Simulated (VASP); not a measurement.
# KCaF3 (Pm-3m) in VASP: a series of runs

The runs below take KCaF3 through single point, with LDA.

Everything below comes from runs of VASP 6.6.1. Logs are shortened: lines on timing, memory, paths and dates and some standing lists are left out, and cuts for length are marked.

## Step 1: The cell of the first run

It takes space group Pm-3m (No. 221, cubic). Conventional cell: a = 4.482 Å, b = 4.482 Å, c = 4.482 Å, α = 90.00°, β = 90.00°, γ = 90.00°. K (site symmetry m-3m) has 12 F at 3.17 Å and 8 Ca at 3.88 Å within 4.2 Å. Within 3.0 Å of Ca (site symmetry m-3m) lie 6 F at 2.24 Å. Within 3.0 Å of F (site symmetry 4/mmm) lie 2 Ca at 2.24 Å.

## Step 2: Single point, LDA

Contents of INCAR:

```
SYSTEM = KCaF3
PREC = Accurate ; ENCUT = 600
EDIFF = 1E-6 ; ISMEAR = 0
SIGMA = 0.01 ; LREAL = .False.
LASPH = .True. ; NELM = 120
ALGO = Normal ; ISIF = 2
LWAVE = .False. ; LCHARG = .False.
NBANDS = 28 ; GGA_COMPAT = .False.
```

Contents of KPOINTS:

```
Automatic mesh
0
Gamma
  3 3 3
  0 0 0
```

Contents of POSCAR:

```
KCaF3
1.0
    4.4817260000      0.0000000000      0.0000000000
    0.0000000000      4.4817260000      0.0000000000
    0.0000000000      0.0000000000      4.4817260000
K Ca F
1 1 3
Direct
    0.5000000000      0.5000000000      0.5000000000
    0.0000000000      0.0000000000      0.0000000000
    0.0000000000      0.5000000000      0.0000000000
    0.0000000000      0.0000000000      0.5000000000
    0.5000000000      0.0000000000      0.0000000000
```

Potentials or basis: VASP PAW LDA potentials, release 64 (K_sv, Ca_sv, F).

Launch:

```
$ cat potpaw_LDA.64/K_sv/POTCAR potpaw_LDA.64/Ca_sv/POTCAR potpaw_LDA.64/F/POTCAR > POTCAR
$ mpirun -np 1 vasp_std > vasp.out
```

OUTCAR:

```text
SYSTEM = KCaF3
   PREC = Accurate
   ENCUT = 600
   EDIFF = 1E-6
   ISMEAR = 0
   LREAL = .False.
   LASPH = .True.
   NELM = 120
   ISIF = 2

 ion  position               nearest neighbor table
   1  0.500  0.500  0.500-
   2  0.000  0.000  0.000-   3 2.24   4 2.24   5 2.24   4 2.24   3 2.24   5 2.24
   3  0.000  0.500  0.000-   2 2.24   2 2.24
   4  0.000  0.000  0.500-   2 2.24   2 2.24
   5  0.500  0.000  0.000-   2 2.24   2 2.24

  LATTYP: Found a simple cubic cell.
 ALAT       =     4.4817260000

  Lattice vectors:

 A1 = (   4.4817260000,   0.0000000000,   0.0000000000)
 A2 = (   0.0000000000,   4.4817260000,   0.0000000000)
 A3 = (   0.0000000000,   0.0000000000,   4.4817260000)

Analysis of symmetry for initial positions (statically):
=====================================================================
 Subroutine PRICEL returns:
 Original cell was already a primitive cell.

 Routine SETGRP: Setting up the symmetry group for a
 simple cubic supercell.

 Subroutine GETGRP returns: Found 48 space group operations
 (whereof 48 operations were pure point group operations)
 out of a pool of 48 trial point group operations.

The static configuration has the point symmetry O_h .

Analysis of symmetry for dynamics (positions and initial velocities):
=====================================================================
 Subroutine PRICEL returns:
 Original cell was already a primitive cell.

 Routine SETGRP: Setting up the symmetry group for a
 simple cubic supercell.

 Subroutine GETGRP returns: Found 48 space group operations
 (whereof 48 operations were pure point group operations)
 out of a pool of 48 trial point group operations.

The dynamic configuration has the point symmetry O_h .

 Subroutine INISYM returns: Found 48 space group operations
 (whereof 48 operations are pure point group operations),
 and found     1 'primitive' translations

----------------------------------------------------------------------------------------

                                     Primitive cell

  volume of cell :      90.0194

  direct lattice vectors                    reciprocal lattice vectors
     4.481726000  0.000000000  0.000000000     0.223128322  0.000000000  0.000000000
     0.000000000  4.481726000  0.000000000     0.000000000  0.223128322  0.000000000
     0.000000000  0.000000000  4.481726000     0.000000000  0.000000000  0.223128322

  length of vectors
     4.481726000  4.481726000  4.481726000     0.223128322  0.223128322  0.223128322

  position of ions in fractional coordinates (direct lattice)
     0.500000000  0.500000000  0.500000000
     0.000000000  0.000000000  0.000000000
     0.000000000  0.500000000  0.000000000
     0.000000000  0.000000000  0.500000000
     0.500000000  0.000000000  0.000000000

  ion indices of the primitive-cell ions
   primitive index   ion index
                 1           1
                 2           2
                 3           3
                 4           4
                 5           5

----------------------------------------------------------------------------------------

 KPOINTS: Automatic mesh

Automatic generation of k-mesh.
 Grid dimensions read from file:
 generate k-points for:    3    3    3

 Generating k-lattice:

  Cartesian coordinates                     Fractional coordinates (reciprocal lattice)
     0.074376107  0.000000000  0.000000000     0.333333333  0.000000000  0.000000000
     0.000000000  0.074376107  0.000000000     0.000000000  0.333333333  0.000000000
     0.000000000  0.000000000  0.074376107     0.000000000  0.000000000  0.333333333

  Length of vectors
     0.074376107  0.074376107  0.074376107

  Shift w.r.t. Gamma in fractional coordinates (k-lattice)
     0.000000000  0.000000000  0.000000000

 Subroutine IBZKPT returns following result:
 ===========================================

 Found      4 irreducible k-points:

 Following reciprocal coordinates:
            Coordinates               Weight
  0.000000  0.000000  0.000000      1.000000
  0.333333  0.000000  0.000000      6.000000
  0.333333  0.333333  0.000000     12.000000
  0.333333  0.333333  0.333333      8.000000
   k-points           NKPTS =      4   k-points in BZ     NKDIM =      4   number of bands    NBANDS=     28
   number of dos      NEDOS =    301   number of ions     NIONS =      5
   total plane-waves  NPLWV =  46656
   dimension x,y,z NGX =    36 NGY =   36 NGZ =   36
   dimension x,y,z NGXF=    72 NGYF=   72 NGZF=   72
   ions per type =               1   1   3
   NGX,Y,Z   is equivalent  to a cutoff of  13.35, 13.35, 13.35 a.u.
   NGXF,Y,Z  is equivalent  to a cutoff of  26.71, 26.71, 26.71 a.u.
 SYSTEM =  KCaF3
   PREC   = accura    normal or accurate (medium, high low for compatibility)
   ISTART =      0    job   : 0-new  1-cont  2-samecut
   ICHARG =      2    charge: 1-file 2-atom 10-const
   ISPIN  =      1    spin polarized calculation?
   LNONCOLLINEAR =      F non collinear calculations
   LSORBIT =      F    spin-orbit coupling
   LASPH  =      T    aspherical Exc in radial PAW
   ENCUT  =  600.0 eV  44.10 Ry    6.64 a.u.   8.95  8.95  8.95*2*pi/ulx,y,z
   NELM   =    120;   NELMIN=  2; NELMDL= -5     # of ELM steps
   EDIFF  = 0.1E-05   stopping-criterion for ELM
   LREAL  =      F    real-space projection
   EDIFFG = 0.1E-04   stopping-criterion for IOM
   NSW    =      0    number of steps for IOM
   IBRION =     -1    ionic relax: 0-MD 1-quasi-New 2-CG
   NFREE  =      0    steps in history (QN), initial steepest desc. (CG)
   ISIF   =      2    stress and relaxation
   ISYM   =      2    0-nonsym 1-usesym 2-fastsym
   POTIM  = 0.5000    time-step for ionic-motion
   TEBEG  =    0.0;   TEEND  =   0.0 temperature during run
   PSTRESS=    0.0 pullay stress
   NELECT =      40.0000    total number of electrons
   NUPDOWN=      -1.0000    fix difference up-down
   EMIN   =  10.00;   EMAX   =-10.00  energy-range for DOS
   EFERMI =   0.00;   METHOD = LEGACY
   ISMEAR =     0;   SIGMA  =   0.01  broadening in eV -4-tet -1-fermi 0-gaus
   EFERMI_NEDOS =   21; number of points for ismear=-14 and -15
   IALGO  =     38    algorithm
   IMIX   =      4    mixing-type and parameters
     AMIX     =   0.40;   BMIX     =  1.00
     AMIX_MAG =   1.60;   BMIX_MAG =  1.00
  volume/ion in A,a.u.               =      18.00       121.50
  Fermi-wavevector in a.u.,A,eV,Ry     =   1.249250  2.360741 21.233616  1.560627
  Thomas-Fermi vector in A             =   2.383300
   LORBIT       =      0    0 simple, 1 ext, 2 COOP (PROOUT), +10 PAW based schemes
   GGA     = CA    functional components
   LHFCALC =     F    Hartree Fock is set to
   AEXX    =    0.0000 exact exchange contribution
   IVDW    =     0    specifies the selected vdW correction
   LEPSILON=     F    determine dielectric tensor
   LRPA    =     F    only Hartree local field effects (RPA)
 non-spin polarized calculation
 Gauss-broadening in eV      SIGMA  =   0.01
  energy-cutoff  :      600.00
  volume of cell :       90.02
 maximum number of plane-waves:      3018
 NGX is ok and might be reduce to    36
   NGX = 17   NGY = 17   NGZ = 17

 number of electron      40.0000007 magnetization

 Free energy of the ion-electron system (eV)
  ---------------------------------------------------
  ext. energy  EPLUGINS =         0.00000000
  ---------------------------------------------------
  free energy    TOTEN  =       -27.62267034 eV

  energy without entropy =      -27.62267034  energy(sigma->0) =      -27.62267034

 E-fermi :  -2.9340     XC(G=0):  -9.1375

 val. band max:       -3.0902476076   @ k =   0.3333   0.3333   0.3333
 cond. band min:       2.8030898298   @ k =   0.0000   0.0000   0.0000
 fundamental gap:      5.8933374374
 Fermi energy:        -2.9340125877

 k-point     1 :       0.0000    0.0000    0.0000
  band No.  band energies     occupation
      1     -37.9124      2.00000
      2     -29.1863      2.00000
      3     -21.7644      2.00000
      4     -21.6457      2.00000
      5     -21.6457      2.00000
      6     -19.3730      2.00000
[... 20 lines left out ...]
     27       8.0816      0.00000
     28       8.0816      0.00000

 k-point     2 :       0.3333    0.0000    0.0000
  band No.  band energies     occupation
      1     -37.9085      2.00000
      2     -29.1836      2.00000
      3     -22.0872      2.00000
      4     -21.7289      2.00000
      5     -21.6438      2.00000
      6     -19.3691      2.00000
[... 20 lines left out ...]
     27       7.8897      0.00000
     28       8.3476      0.00000

 k-point     3 :       0.3333    0.3333    0.0000
  band No.  band energies     occupation
      1     -37.9045      2.00000
      2     -29.1809      2.00000
      3     -22.0960      2.00000
      4     -22.0788      2.00000
      5     -21.6832      2.00000
      6     -19.3654      2.00000
[... 20 lines left out ...]
     27       7.6851      0.00000
     28       8.4809      0.00000

 k-point     4 :       0.3333    0.3333    0.3333
  band No.  band energies     occupation
      1     -37.9006      2.00000
      2     -29.1786      2.00000
      3     -22.1009      2.00000
      4     -22.0747      2.00000
      5     -22.0747      2.00000
      6     -18.7629      2.00000
[... 20 lines left out ...]
     27       8.4613      0.00000
     28       8.4832      0.00000

------------------------ aborting loop because EDIFF is reached ----------------------------------------

  FORCE on cell =-STRESS in cart. coord.  units (eV):
  Direction    XX          YY          ZZ          XY          YZ          ZX
  --------------------------------------------------------------------------------------
  -------------------------------------------------------------------------------------
  Total       -2.8814437     -2.8814437     -2.8814437     -0.0000000      0.0000000     -0.0000000
  in kB      -51.2843459    -51.2843459    -51.2843459     -0.0000000      0.0000000     -0.0000000
  external PRESSURE =     -51.2843459 kB  Pullay stress =       0.0000000 kB

 VOLUME and BASIS-vectors are now :
 -----------------------------------------------------------------------------
  energy-cutoff  :      600.00
  volume of cell :       90.02
      direct lattice vectors                 reciprocal lattice vectors
     4.481726000  0.000000000  0.000000000     0.223128322  0.000000000  0.000000000
     0.000000000  4.481726000  0.000000000     0.000000000  0.223128322  0.000000000
     0.000000000  0.000000000  4.481726000     0.000000000  0.000000000  0.223128322

 POSITION                                       TOTAL-FORCE (eV/Angst)
 -----------------------------------------------------------------------------------
      2.24086      2.24086      2.24086         0.000000      0.000000      0.000000
      0.00000      0.00000      0.00000         0.000000      0.000000      0.000000
      0.00000      2.24086      0.00000         0.000000      0.000000      0.000000
      0.00000      0.00000      2.24086         0.000000      0.000000      0.000000
      2.24086      0.00000      0.00000         0.000000      0.000000      0.000000
 -----------------------------------------------------------------------------------
    total drift:                                0.000000      0.000000     -0.000000

  FREE ENERGIE OF THE ION-ELECTRON SYSTEM (eV)
  ---------------------------------------------------
  free  energy   TOTEN  =       -27.6226703361 eV

  energy  without entropy=      -27.6226703361  energy(sigma->0) =      -27.62267034
```

Wall time 16 s (1 thread of Intel Xeon 8259CL, shared host); peak memory 0.18 GiB.

Results:

```
Free energy            : -27.6227 eV
Pressure               : -5.1 GPa
Band gap on the k mesh : 5.89 eV (least direct gap 5.97 eV)
```

Caveat: the k points lie up to 0.47 Å⁻¹ apart; an odd mesh through Γ misses points on the zone boundary, where band edges can lie.

## Step 3: Single point, LDA

Contents of INCAR:

```
SYSTEM = KCaF3
PREC = Accurate ; ENCUT = 600
EDIFF = 1E-6 ; ISMEAR = 0
SIGMA = 0.01 ; LREAL = .False.
LASPH = .True. ; NELM = 120
ALGO = Normal ; ISIF = 2
LWAVE = .False. ; LCHARG = .True.
GGA = CA ; LELF = .True.
LVHAR = .True. ; NBANDS = 28
GGA_COMPAT = .False.
```

KPOINTS is that of step 2.

POSCAR is that of step 2.

Potentials or basis: VASP PAW LDA potentials, release 64 (K_sv, Ca_sv, F).

Launch:

```
$ cat potpaw_LDA.64/K_sv/POTCAR potpaw_LDA.64/Ca_sv/POTCAR potpaw_LDA.64/F/POTCAR > POTCAR
$ mpirun -np 1 vasp_std > vasp.out
```

Wall time 22 s (1 thread of Intel Xeon 8259CL, shared host); peak memory 0.18 GiB.

It converged, with:

```
Free energy            : -27.6227 eV
Pressure               : -5.1 GPa
Band gap on the k mesh : 5.89 eV (least direct gap 5.97 eV)
```

Levels at points of the mesh, in eV from the valence-band top:
| k point | band 18 | band 19 | band 20 | band 21 | band 22 | band 23 |
| --- | --- | --- | --- | --- | --- | --- |
| (0.00, 0.00, 0.00) | -0.07 | -0.07 | -0.07 | 5.89 | 8.79 | 8.79 |

Caveat: the k points lie up to 0.47 Å⁻¹ apart; an odd mesh through Γ misses points on the zone boundary, where band edges can lie.

## Step 4: Single point, LDA

Contents of INCAR:

```
PREC = Accurate
ENCUT = 600
EDIFF = 1E-6
ISMEAR = 0
SIGMA = 0.01
LREAL = False
LASPH = True
NELM = 120
ALGO = Normal
ISIF = 2
LWAVE = False
LCHARG = True
LELF = True
LVHAR = True
NBANDS = 28
GGA_COMPAT = False
```

Contents of KPOINTS:

```
Automatic mesh
0
Gamma
  3 3 3
```

POSCAR is that of step 3.

Launch:

```
$ cat potpaw_LDA.64/K_sv/POTCAR potpaw_LDA.64/Ca_sv/POTCAR potpaw_LDA.64/F/POTCAR > POTCAR
$ mpirun -np 1 vasp_std > vasp.out
```

Wall time 22 s (1 thread of Intel Xeon 8259CL, shared host); peak memory 0.17 GiB.

Results (log left out):

- Free energy: -27.6227 eV
- Pressure: -5.1 GPa
- Band gap on the k mesh: 5.89 eV (least direct gap 5.97 eV)

Levels at points of the mesh, in eV from the valence-band top:
```tsv
k point	band 18	band 19	band 20	band 21	band 22	band 23
(0.00, 0.00, 0.00)	-0.07	-0.07	-0.07	5.89	8.79	8.79
```

Caveat: the k points lie up to 0.47 Å⁻¹ apart; an odd mesh through Γ misses points on the zone boundary, where band edges can lie.
